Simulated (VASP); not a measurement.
Input of a VASP 6.6.1 run:

File INCAR:

```
ALGO = Normal
EDIFF = 1E-7
ENCUT = 520
GGA = PE
ISIF = 2
ISMEAR = -1
LASPH = T
LCHARG = F
LREAL = F
LWAVE = F
NBANDS = 22
NELM = 60
PREC = Accurate
SIGMA = 0.02
```

The input KPOINTS:

```
k-points
0
Gamma
  8 8 8
```

Contents of POSCAR:

```
Bi
1.0
    2.2611931416      1.3055004690      4.0217690833
   -2.2611931416      1.3055004690      4.0217690833
    0.0000000000     -2.6110009380      4.0217690834
Bi
2
Direct
    0.2327530117      0.2327530117      0.2327530117
    0.7672469883      0.7672469883      0.7672469883
```

Potentials or basis: VASP PAW PBE potentials, release 64 (Bi_d).

The run is started by

```bash
$ cat potpaw_PBE.64/Bi_d/POTCAR > POTCAR
$ mpirun -np 1 vasp_std > vasp.out
```

(1) What does it give for the pressure?

(2) Estimate the largest force.

(3) What does it give for the band gap on the k mesh?

Results:

(1) 1.8 GPa.

(2) 0.226 eV/Å.

(3) zero (bands 15 and 16 overlap by 0.18 eV).

Caveat: spin-orbit coupling is left out, which moves the levels of the heavy elements.
